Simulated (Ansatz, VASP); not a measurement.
Two plane-wave programs on KI

The input POSCAR:

```
KI
1.0
    0.0000000000      3.5444850600      3.5444850600
    3.5444850600      0.0000000000      3.5444850600
    3.5444850600      3.5444850600      0.0000000000
K I
1 1
Direct
    0.0000000000      0.0000000000      0.0000000000
    0.5000000000      0.5000000000      0.5000000000
```

Contents of INCAR.step1:

```
SYSTEM = KI
PREC = Accurate
ENCUT = 400
EDIFF = 1E-5
ISMEAR = 0
SIGMA = 0.01
LREAL = .FALSE.
LASPH = .TRUE.
NELM = 120
ALGO = Normal
ISIF = 2
LWAVE = .TRUE.
LCHARG = .FALSE.
GGA = PE
NBANDS = 15
GGA_COMPAT = .FALSE.
```

INCAR.step2

```
SYSTEM = KI
PREC = Accurate
ENCUT = 400
EDIFF = 1E-6
ISMEAR = 0
SIGMA = 0.01
LREAL = .FALSE.
LASPH = .TRUE.
NELM = 120
ALGO = Normal
ISIF = 2
LWAVE = .FALSE.
LCHARG = .FALSE.
GGA = PE
LHFCALC = .TRUE.
AEXX = 0.25
PRECFOCK = Normal
ISTART = 1
NBANDS = 15
GGA_COMPAT = .FALSE.
```

File KPOINTS:

```
regular mesh
0
G
  4 4 4
  0 0 0
```

Input for Ansatz:

```yaml
crystal:
  lattice:
    - [0.0, 3.54448506, 3.54448506]
    - [3.54448506, 0.0, 3.54448506]
    - [3.54448506, 3.54448506, 0.0]
  atoms:
    - { symbol: K, position: [0.0, 0.0, 0.0] }
    - { symbol: I, position: [0.5, 0.5, 0.5] }
kpoints:
  mp_grid: { grid: [4, 4, 4] }
  band_path:
    path:
      - [0.0, 0.0, 0.0]
      - [0.5, 0.0, 0.5]
      - [0.625, 0.25, 0.625]
      - [0.375, 0.375, 0.75]
      - [0.5, 0.5, 0.5]
      - [0.5, 0.25, 0.75]
    npoints: 1
hamiltonian:
  xc: pbe0
scf:
  occupations: { method: fixed }
  n_extra_bands: 4
output:
  forces: true
  stress: true
  eigenvalues: true
```

Alike in both runs: task single point; functional PBE0; k mesh 4 × 4 × 4; no spin polarisation.

```csv
,VASP,Ansatz
version,VASP 6.6.1,Ansatz 0.2.0
potentials or method,"VASP PAW PBE potentials, release 64 (K_sv, I)","plane waves, PAW"
plane-wave cutoff (eV),400,420
occupations,"gaussian, width 0.01 eV",fixed
valence electrons in the cell,16,26
```

```tsv
	VASP	Ansatz	Ansatz less VASP
gap on the k mesh at the Fermi level (eV)	5.64	5.63	-0.007
pressure (GPa)	0.2	0.3	+0.01
```

VASP's potentials hold 16 valence electrons a cell and Ansatz's 26, so a difference there can come from the potentials and not from the codes. Ansatz's warnings: stress exchange threshold loose, stress scf threshold loose.

Neither program's run includes spin-orbit coupling.
